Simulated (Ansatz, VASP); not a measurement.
## Pt in VASP and in Ansatz

```xyz
1
Lattice="0.0000 2.0092 1.8599 2.0092 0.0000 1.8599 2.0092 2.0092 0.0000" Properties=species:S:1:pos:R:3 pbc="T T T"
Pt    0.0000    0.0000    0.0000
```

Alike in both runs: task single point; functional PBE; k mesh 22 × 22 × 22; occupations gaussian, width 0.15 eV; no spin polarisation.

```csv
,VASP,Ansatz
version,VASP 6.6.1,Ansatz 0.2.0
potentials or method,"VASP PAW PBE potentials, release 64 (Pt), cutoff 520 eV","scalar-relativistic, plane waves, PAW"
valence electrons in the cell,10,18
```

VASP gave:

```
gap on the k mesh at the Fermi level (eV)                     : none
pressure (GPa)                                                : 11.4
traceless stress, the component that is largest in VASP (GPa) : 3.74
```

**Question.** What did Ansatz give for the same quantities?

**Answer.** gap on the k mesh at the Fermi level (eV): none; pressure (GPa): 11.9; traceless stress, the component that is largest in VASP (GPa): 3.76.

A gap of «none» marks a metal or a gap that the smearing closes. VASP's potentials hold 10 valence electrons a cell and Ansatz's 18, so a difference there can come from the potentials and not from the codes.

Neither program's run includes spin-orbit coupling.
